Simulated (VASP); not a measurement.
Wanted: the native input for a VASP 6.6.1 run.

| Item | Value |
| --- | --- |
| Task | single point |
| Functional | LDA |
| Potentials or basis | VASP PAW LDA potentials, release 64 (Au) |
| Cutoff | 520 eV |
| k mesh | 11 × 11 × 11 |
| Occupations | fermi-dirac, width 0.05 eV |
| Spin | no spin polarisation |
| Dipole correction | no |
| Further INCAR settings | ALGO = Fast; EDIFF = 1e-06; NBANDS = 12 |

The structure of Au lies in POSCAR:

```
Au
1.0
   -1.6897727226      1.6897727226      1.6897727226
    1.6897727226     -1.6897727226      1.6897727226
    1.6897727226      1.6897727226     -1.6897727226
Au
1
Direct
    0.0000000000      0.0000000000      0.0000000000
```

This cell differs from its parent crystal: volume scaled by 1.06.

These files were run (other wordings do the same):

INCAR

```
SYSTEM = Au
PREC = Accurate
ENCUT = 520
EDIFF = 1E-6
ISMEAR = -1
SIGMA = 0.05
LREAL = .FALSE.
LASPH = .TRUE.
NELM = 100
ALGO = Fast
ISIF = 2
LWAVE = .FALSE.
LCHARG = .FALSE.
NBANDS = 12
```

KPOINTS

```
Automatic mesh
0
G
  11 11 11
  0 0 0
```

Potentials or basis: VASP PAW LDA potentials, release 64 (Au).

Run with:

```bash
$ cat potpaw_LDA.64/Au/POTCAR > POTCAR
$ mpirun -np 1 vasp_std > vasp.out
```

Results of the run:

* Pressure: -17.9 GPa

Wall time 6.4 s on 1 thread of Intel(R) Xeon(R) Platinum 8488C (Sapphire Rapids) (shared host), peak memory 0.13 GiB.
